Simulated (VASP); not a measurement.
A run of VASP 6.6.1 is set up as follows.

INCAR

```
SYSTEM = P
ALGO = Normal
EDIFF = 1E-6
ENCUT = 520
GGA = PS
ISIF = 2
ISMEAR = 0
LASPH = .TRUE.
LCHARG = .FALSE.
LREAL = .FALSE.
LWAVE = .FALSE.
NBANDS = 18
NELM = 100
PREC = Accurate
SIGMA = 0.05
```

KPOINTS

```
k-points
0
G
  10 1 8
  0 0 0
```

File POSCAR:

```
P
1.0
    3.2313841738      0.0000000000      0.0000000000
    0.0000000000     34.3121527705      0.0000000000
    0.0000000000      0.0000000000      4.5836012217
P
4
Direct
    0.0000000000      0.9696876236      0.5826201292
    0.0000000000      0.0303123764      0.4173798708
    0.5000000000      0.0303123764      0.0826201292
    0.5000000000      0.9696876236      0.9173798708
```

Potentials or basis: VASP PAW PBE potentials, release 64 (P).

Command:

```console
$ cat potpaw_PBE.64/P/POTCAR > POTCAR
$ mpirun -np 1 vasp_std > vasp.out
```

**Question.** Predict the largest force.

**Answer.** 0.528 eV/Å.

**Question.** What does it give for the band gap on the k mesh?

**Answer.** 0.90 eV (least direct gap 1.03 eV).

Forces in eV/Å, atoms in the order of the input:
```
P    0.000 -0.217  0.481
P    0.000  0.217 -0.481
P    0.000  0.217  0.481
P    0.000 -0.217 -0.481
```

Caveat: the PAW data sets were made with another functional, which shifts forces and pressure a little.
